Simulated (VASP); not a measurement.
Here is a VASP 6.6.1 calculation.

The input POSCAR:

```
Bi
1.0
    2.2939604040      1.3244188254      3.9839542144
   -2.2939604040      1.3244188254      3.9839542144
    0.0000000000     -2.6488371449      3.9839543825
Bi
2
Direct
    0.2321315314      0.2321315314      0.2321315314
    0.7678684686      0.7678684686      0.7678684686
```

Contents of INCAR.step1:

```
SYSTEM = Bi
PREC     = Accurate       ! precision mode
ENCUT    = 520            ! plane-wave cutoff, eV
ISMEAR   = 1              ! smearing method
SIGMA    = 0.1            ! smearing width, eV
LREAL    = .False.        ! projectors in reciprocal space
LASPH    = .True.         ! aspherical terms in the spheres
NELM     = 100            ! most SCF steps
NBANDS   = 22             ! bands
GGA      = PE             ! functional
ALGO     = Normal         ! electronic algorithm
EDIFF    = 1E-4           ! SCF threshold, eV
LWAVE    = .True.         ! write WAVECAR
LCHARG   = .False.        ! write CHGCAR
```

The input INCAR.step2:

```
SYSTEM = Bi
PREC     = Accurate       ! precision mode
ENCUT    = 520            ! plane-wave cutoff, eV
EDIFF    = 1E-6           ! SCF threshold, eV
ISMEAR   = 1              ! smearing method
SIGMA    = 0.1            ! smearing width, eV
LREAL    = .False.        ! projectors in reciprocal space
LASPH    = .True.         ! aspherical terms in the spheres
NELM     = 100            ! most SCF steps
ALGO     = Normal         ! electronic algorithm
ISIF     = 2              ! what is computed and relaxed
LWAVE    = .False.        ! write WAVECAR
LCHARG   = .False.        ! write CHGCAR
METAGGA  = R2SCAN         ! meta-GGA
LMIXTAU  = .True.       
NBANDS   = 22             ! bands
ISTART   = 1
```

KPOINTS

```
Automatic mesh
0
Gamma
  6 6 6
  0 0 0
```

Potentials or basis: VASP PAW PBE potentials, release 64 (Bi_d).

Run with:

```sh
$ cat potpaw_PBE.64/Bi_d/POTCAR > POTCAR
$ cp INCAR.step1 INCAR
$ mpirun -np 1 vasp_std > vasp.out
$ cp INCAR.step2 INCAR
$ mpirun -np 1 vasp_std > vasp.out
```

Question: What does it give for the pressure?

Answer: 0.0 GPa.

Question: Estimate the largest force.

Answer: 0.009 eV/Å.

Stress tensor (GPa, compression positive):
```
-0.40  0.00  0.00
 0.00 -0.40  0.00
 0.00  0.00  0.65
```

Caveat: the PAW data sets were made with another functional, which shifts forces and pressure a little.
